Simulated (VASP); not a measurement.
A run of VASP 6.6.1 is set up as follows.

The input INCAR:

```
SYSTEM = HfSi2
  PREC = Accurate
  ENCUT = 500
  EDIFF = 1E-7
  ISMEAR = 0
  SIGMA = 0.1
  LREAL = .FALSE.
  LASPH = .TRUE.
  NELM = 120
  ALGO = Normal
  ISIF = 3
  LWAVE = .FALSE.
  LCHARG = .FALSE.
  GGA = PE
  IBRION = 2
  NSW = 100
  EDIFFG = -0.005
  GGA_COMPAT = .FALSE.
  NELMIN = 4
```

KPOINTS

```
Automatic mesh
0
G
  10 10 10
  0 0 0
```

File POSCAR:

```
HfSi2
1.0
    1.8501392521     -7.2783947329      0.0000000000
    1.8501392521      7.2783947329      0.0000000000
    0.0000000000      0.0000000000      3.6540200993
Hf Si
2 4
Direct
    0.6049707102      0.3950292898      0.2500000000
    0.3950292898      0.6049707102      0.7500000000
    0.9453849172      0.0546150828      0.2500000000
    0.0546150828      0.9453849172      0.7500000000
    0.2499640654      0.7500359346      0.2500000000
    0.7500359346      0.2499640654      0.7500000000
```

Potentials or basis: VASP PAW PBE potentials, release 64 (Hf_pv, Si).

Command:

```bash
$ cat potpaw_PBE.64/Hf_pv/POTCAR potpaw_PBE.64/Si/POTCAR > POTCAR
$ mpirun -np 1 vasp_std > vasp.out
```

What does it give for the band gap on the k mesh?

Zero (band 18 reaches 8.82 eV, above the bottom of band 19 at 7.91 eV).

Estimate the relaxed cell.

a = 7.527 Å, b = 7.527 Å, c = 3.658 Å, α = 90.00°, β = 90.00°, γ = 151.68°.

What does it give for the space group after relaxing (to 0.05 Å)?

Cmcm (No. 63).

Predict the relaxed volume.

16.39 Å³/atom.

Forces on the atoms (eV/Å):
```
Hf   0.000  0.001  0.000
Hf   0.000 -0.001  0.000
Si   0.000 -0.001  0.000
Si   0.000  0.001  0.000
Si   0.000 -0.002  0.000
Si   0.000  0.002  0.000
```

Caveat: spin-orbit coupling is left out, which moves the levels of the heavy elements.
